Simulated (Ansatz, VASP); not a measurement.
Two plane-wave programs on Na3H2

Contents of INCAR:

```
  ALGO = Normal
  EDIFF = 1E-6
  EDIFFG = -0.01
  ENCUT = 600
  GGA = PE
  IBRION = 2
  ISIF = 3
  ISMEAR = 0
  LASPH = True
  LCHARG = False
  LREAL = False
  LWAVE = False
  NELM = 100
  NSW = 100
  PREC = Accurate
  SIGMA = 0.1
```

File KPOINTS:

```
k-points
0
Gamma
  8 8 6
```

The input POSCAR:

```
Na3H2
1.0
    4.3911846439      0.0000000000      0.0000000000
    0.0000000000      4.3911846439      0.0000000000
    0.0000000000      0.0000000000      7.6206876352
Na H
3 2
Direct
    0.0000000000      0.0000000000      0.0000000000
    0.5000000000      0.5000000000      0.5000000000
    0.0000000000      0.0000000000      0.5000000000
    0.5000000000      0.0000000000      0.5509523231
    0.0000000000      0.5000000000      0.4490476769
```

Input for Ansatz:

```yaml
crystal:
  lattice:
    - [4.3911846439, 0.0, 0.0]
    - [0.0, 4.3911846439, 0.0]
    - [0.0, 0.0, 7.6206876352]
  atoms:
    - { symbol: Na, position: [0.0, 0.0, 0.0] }
    - { symbol: Na, position: [0.5, 0.5, 0.5] }
    - { symbol: Na, position: [0.0, 0.0, 0.5] }
    - { symbol: H, position: [0.5, 0.0, 0.5509523231] }
    - { symbol: H, position: [0.0, 0.5, 0.4490476769] }
basis:
  ecutwfc: 420
kpoints:
  mp_grid: { grid: [8, 8, 6] }
hamiltonian:
  xc: pbe
scf:
  occupations: { method: gaussian, width: 0.1 }
output:
  forces: true
  stress: true
  eigenvalues: true
relax:
  adjacent_minimum: "off"
  f_tol: 0.01
  max_steps: 80
  cell: { stress_tol: 0.05 }
```

Change from the starting cell: ordered vacancies on the cation sites of antifluorite (P-4m2, No. 115).

Alike in both runs: task relaxation of cell and atoms; functional PBE; k mesh 8 × 8 × 6; occupations gaussian, width 0.1 eV; no spin polarisation.

|  | VASP | Ansatz |
| --- | --- | --- |
| version | VASP 6.6.1 | Ansatz 0.2.0 |
| potentials or method | VASP PAW PBE potentials, release 64 (Na_pv, H), cutoff 600 eV | scalar-relativistic, plane waves, PAW |
| valence electrons in the cell | 23 | 29 |

|  | VASP | Ansatz | Ansatz less VASP |
| --- | --- | --- | --- |
| gap on the k mesh at the Fermi level, each at its own relaxed structure (eV) | none | none | - |
| relaxed volume (Å³/atom) | 29.39 | 29.39 | 0.000 |
| relaxed length of the cell vector where the two differ most in proportion (Å) | 4.391 | 4.391 | 0.0000 |

A gap of «none» marks a metal or a gap that the smearing closes. VASP's potentials hold 23 valence electrons a cell and Ansatz's 29, so a difference there can come from the potentials and not from the codes.

Noted on VASP's run: the relaxation stopped at its first step, so nothing moved.
